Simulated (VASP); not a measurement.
# TaSi2 (P6_222) in VASP: relaxation of the atoms with PBE

Aim: the relaxation of the atoms of TaSi2 with PBE.

All numbers are computed with VASP 6.6.1; they aren't measurements. Logs are shortened: lines on timing, memory, paths and dates and some standing lists are left out, and cuts for length are marked.

## 1. The cell of the first run

It takes space group P6_222 (No. 180, hexagonal). The conventional cell has a = 4.780 Å, b = 4.780 Å, c = 6.564 Å, α = 90.00°, β = 90.00°, γ = 120.00°. Within 3.4 Å of Ta (site symmetry 222) lie 10 Si at 2.59 to 2.76 Å and 4 Ta at 3.24 Å. Within 3.4 Å of Si (site symmetry 2) lie 9 Si at 2.59 to 3.24 Å and 5 Ta at 2.59 to 2.76 Å.

## 2. Relaxation of the atoms, PBE

Contents of INCAR:

```
ALGO = Normal
EDIFF = 1E-7
EDIFFG = -0.02
ENCUT = 520
GGA = PE
IBRION = 2
ISIF = 2
ISMEAR = -1
KPAR = 4
LASPH = True
LCHARG = False
LREAL = False
LWAVE = False
NELM = 60
NSW = 80
PREC = Accurate
SIGMA = 0.05
```

Contents of KPOINTS:

```
k-points
0
Gamma
  8 8 5
```

Contents of POSCAR:

```
TaSi2
1.0
    4.7799993808      0.0000000000      0.0000000000
   -2.3899996904      4.1396008938      0.0000000000
    0.0000000000      0.0000000000      6.5640000000
Ta Si
3 6
Direct
    0.5000000000      0.0000000000      0.5000000000
    0.5000000000      0.5000000000      0.8333333333
    0.0000000000      0.5000000000      0.1666666667
    0.1666500000      0.3333000000      0.5000000000
    0.8333500000      0.1666500000      0.8333333333
    0.6667000000      0.8333500000      0.1666666667
    0.8333500000      0.6667000000      0.5000000000
    0.1666500000      0.8333500000      0.8333333333
    0.3333000000      0.1666500000      0.1666666667
```

Potentials or basis: VASP PAW PBE potentials, release 64 (Ta_pv, Si).

Launch:

```bash
cat potpaw_PBE.64/Ta_pv/POTCAR potpaw_PBE.64/Si/POTCAR > POTCAR
mpirun -np 4 vasp_std > vasp.out
```

OUTCAR:

```text
EDIFF = 1E-7
   EDIFFG = -0.02
   ENCUT = 520
   GGA = PE
   IBRION = 2
   ISIF = 2
   ISMEAR = -1
   LASPH = True
   LREAL = False
   NELM = 60
   NSW = 80
   PREC = Accurate

 ion  position               nearest neighbor table
   1  0.500  0.000  0.500-   6 2.59   9 2.59   8 2.59   5 2.59   4 2.76   7 2.76   7 2.76   4 2.76
                             4 2.76   7 2.76   2 3.24   2 3.24   3 3.24   3 3.24
   2  0.500  0.500  0.833-   4 2.59   7 2.59   6 2.59   9 2.59   5 2.76   8 2.76   8 2.76   5 2.76
                             8 2.76   5 2.76   1 3.24   1 3.24   3 3.24   3 3.24
   3  0.000  0.500  0.167-   4 2.59   7 2.59   5 2.59   8 2.59   9 2.76   6 2.76   9 2.76   6 2.76
                             6 2.76   9 2.76   1 3.24   1 3.24   2 3.24   2 3.24
   4  0.167  0.333  0.500-   5 2.59   9 2.59   3 2.59   2 2.59   7 2.76   1 2.76   1 2.76   1 2.76
                             7 2.76   7 2.76
   5  0.833  0.167  0.833-   4 2.59   6 2.59   1 2.59   3 2.59   8 2.76   2 2.76   2 2.76   2 2.76
                             8 2.76   8 2.76
   6  0.667  0.833  0.167-   7 2.59   5 2.59   1 2.59   2 2.59   9 2.76   3 2.76   3 2.76   3 2.76
                             9 2.76   9 2.76
   7  0.833  0.667  0.500-   8 2.59   6 2.59   3 2.59   2 2.59   4 2.76   1 2.76   1 2.76   1 2.76
                             4 2.76   4 2.76
   8  0.167  0.833  0.833-   7 2.59   9 2.59   1 2.59   3 2.59   5 2.76   2 2.76   2 2.76   2 2.76
                             5 2.76   5 2.76
   9  0.333  0.167  0.167-   4 2.59   8 2.59   1 2.59   2 2.59   6 2.76   3 2.76   3 2.76   3 2.76
                             6 2.76   6 2.76

  LATTYP: Found a hexagonal cell.
 ALAT       =     4.7799993808
 C/A-ratio  =     1.3732219352

  Lattice vectors:

 A1 = (   4.7799993808,   0.0000000000,   0.0000000000)
 A2 = (  -2.3899996904,   4.1396008938,   0.0000000000)
 A3 = (   0.0000000000,   0.0000000000,   6.5640000000)

Analysis of symmetry for initial positions (statically):
=====================================================================
 Subroutine PRICEL returns:
 Original cell was already a primitive cell.

 Routine SETGRP: Setting up the symmetry group for a
 hexagonal supercell.

 Subroutine GETGRP returns: Found 12 space group operations
 (whereof  4 operations were pure point group operations)
 out of a pool of 24 trial point group operations.

The static configuration has the point symmetry D_2 .
 The point group associated with its full space group is D_6 .

Analysis of symmetry for dynamics (positions and initial velocities):
=====================================================================
 Subroutine PRICEL returns:
 Original cell was already a primitive cell.
[... 129 lines left out ...]
   ISIF   =      2    stress and relaxation
   ISYM   =      2    0-nonsym 1-usesym 2-fastsym
   POTIM  = 0.5000    time-step for ionic-motion
   TEBEG  =    0.0;   TEEND  =   0.0 temperature during run
   PSTRESS=    0.0 pullay stress
   NELECT =      57.0000    total number of electrons
   NUPDOWN=      -1.0000    fix difference up-down
   EMIN   =  10.00;   EMAX   =-10.00  energy-range for DOS
   EFERMI =   0.00;   METHOD = LEGACY
   ISMEAR =    -1;   SIGMA  =   0.05  broadening in eV -4-tet -1-fermi 0-gaus
   EFERMI_NEDOS =   21; number of points for ismear=-14 and -15
   IALGO  =     38    algorithm
   IMIX   =      4    mixing-type and parameters
     AMIX     =   0.40;   BMIX     =  1.00
     AMIX_MAG =   1.60;   BMIX_MAG =  1.00
  volume/ion in A,a.u.               =      14.43        97.39
  Fermi-wavevector in a.u.,A,eV,Ry     =   1.244080  2.350969 21.058199  1.547734
  Thomas-Fermi vector in A             =   2.378362
   LORBIT       =      0    0 simple, 1 ext, 2 COOP (PROOUT), +10 PAW based schemes
   GGA     = PE    functional components
   LHFCALC =     F    Hartree Fock is set to
   AEXX    =    0.0000 exact exchange contribution
   IVDW    =     0    specifies the selected vdW correction
   LEPSILON=     F    determine dielectric tensor
   LRPA    =     F    only Hartree local field effects (RPA)
 conjugate gradient relaxation of ions
 non-spin polarized calculation
  energy-cutoff  :      520.00
  volume of cell :      129.88
 maximum number of plane-waves:      3523
 NGX is ok and might be reduce to    36
   NGX = 17   NGY = 17   NGZ = 25

--------------------------------------- Ionic step        1  -------------------------------------------

 number of electron      57.0000001 magnetization

 Free energy of the ion-electron system (eV)
  ---------------------------------------------------
  ext. energy  EPLUGINS =         0.00000000
  ---------------------------------------------------
  free energy    TOTEN  =       -72.10584662 eV

  energy without entropy =      -72.07609695  energy(sigma->0) =      -72.09097178

------------------------ aborting loop because EDIFF is reached ----------------------------------------

  FORCE on cell =-STRESS in cart. coord.  units (eV):
  Direction    XX          YY          ZZ          XY          YZ          ZX
  --------------------------------------------------------------------------------------
  -------------------------------------------------------------------------------------
  Total        2.4081921      2.4081921      4.0705889      0.0000000      0.0000000      0.0000000
  in kB       29.7061810     29.7061810     50.2126274      0.0000000      0.0000000      0.0000000
  external PRESSURE =      36.5416632 kB  Pullay stress =       0.0000000 kB
[... 73 lines left out ...]
--------------------------------------- Ionic step        3  -------------------------------------------

 number of electron      57.0000003 magnetization

 Free energy of the ion-electron system (eV)
  ---------------------------------------------------
  ext. energy  EPLUGINS =         0.00000000
  ---------------------------------------------------
  free energy    TOTEN  =       -72.26597670 eV

  energy without entropy =      -72.24442183  energy(sigma->0) =      -72.25519927

 E-fermi :   9.3782     XC(G=0): -12.0870

 val. band max:        9.3767941444   @ k =   0.3750   0.1250   0.2000
 cond. band min:       9.4681587002   @ k =   0.3750   0.0000   0.0000
 fundamental gap:      0.0913645558
 Fermi energy:         9.3782273679

 k-point     1 :       0.0000    0.0000    0.0000
  band No.  band energies     occupation
      1     -24.9709      2.00000
      2     -24.9709      2.00000
      3     -24.9692      2.00000
      4     -24.8987      2.00000
      5     -24.8987      2.00000
      6     -24.8076      2.00000
[... 877 lines left out ...]
     33      11.6517      0.00000
     34      12.1613      0.00000

 [... further k-points ...]
[... 5 lines left out ...]
  --------------------------------------------------------------------------------------
  -------------------------------------------------------------------------------------
  Total        2.4553453      2.4553453      2.6675404      0.0000000      0.0000000      0.0000000
  in kB       30.2878385     30.2878385     32.9053644      0.0000000      0.0000000      0.0000000
  external PRESSURE =      31.1603471 kB  Pullay stress =       0.0000000 kB
[... 24 lines left out ...]
  FREE ENERGIE OF THE ION-ELECTRON SYSTEM (eV)
  ---------------------------------------------------
  free  energy   TOTEN  =       -72.2659767001 eV

  energy  without entropy=      -72.2444218311  energy(sigma->0) =      -72.25519927

 reached required accuracy - stopping structural energy minimisation
```

Wall time 99 s (4 MPI ranks of AMD EPYC 7R43 (Zen 3), shared host); peak memory 0.27 GiB.

What came out:

```yaml
Free_energy: -72.2660 eV
Energy_gained_by_relaxing: 17.8 meV/atom
Ionic_steps: 3
Pressure_after_relaxing: 3.1 GPa
Largest_force_after_relaxing: 0.003 eV/Å
Band_gap_on_the_k_mesh: zero (an odd number of electrons rules out a gap without spin polarisation)
```

Forces in eV/Å, atoms in the order of the input:
```
Ta   0.000  0.000  0.000
Ta   0.000  0.000  0.000
Ta   0.000  0.000  0.000
Si   0.000  0.003  0.000
Si  -0.003  0.002  0.000
Si  -0.003 -0.002  0.000
Si   0.000 -0.003  0.000
Si   0.003 -0.002  0.000
Si   0.003  0.002  0.000
```

Step by step:
```tsv
step	energy change (eV)	largest force (eV/Å)	pressure (GPa)
1	0.0000	0.8046	3.65
2	-0.1341	0.3378	3.21
3	-0.1601	0.0034	3.12
```

Final structure:
```cif
data_structure
_symmetry_space_group_name_H-M 'P 1'
_symmetry_Int_Tables_number 1
_cell_length_a 4.7800
_cell_length_b 4.7800
_cell_length_c 6.5640
_cell_angle_alpha 90.000
_cell_angle_beta 90.000
_cell_angle_gamma 120.000
_cell_volume 129.88
loop_
_atom_site_label
_atom_site_type_symbol
_atom_site_fract_x
_atom_site_fract_y
_atom_site_fract_z
_atom_site_occupancy
Ta1 Ta 0.50000 0.00000 0.50000 1
Ta2 Ta 0.50000 0.50000 0.83333 1
Ta3 Ta 0.00000 0.50000 0.16667 1
Si1 Si 0.15887 0.31775 0.50000 1
Si2 Si 0.84113 0.15887 0.83333 1
Si3 Si 0.68225 0.84113 0.16667 1
Si4 Si 0.84113 0.68225 0.50000 1
Si5 Si 0.15887 0.84113 0.83333 1
Si6 Si 0.31775 0.15887 0.16667 1
```

Caveat: spin-orbit coupling is left out, which moves the levels of the heavy elements.
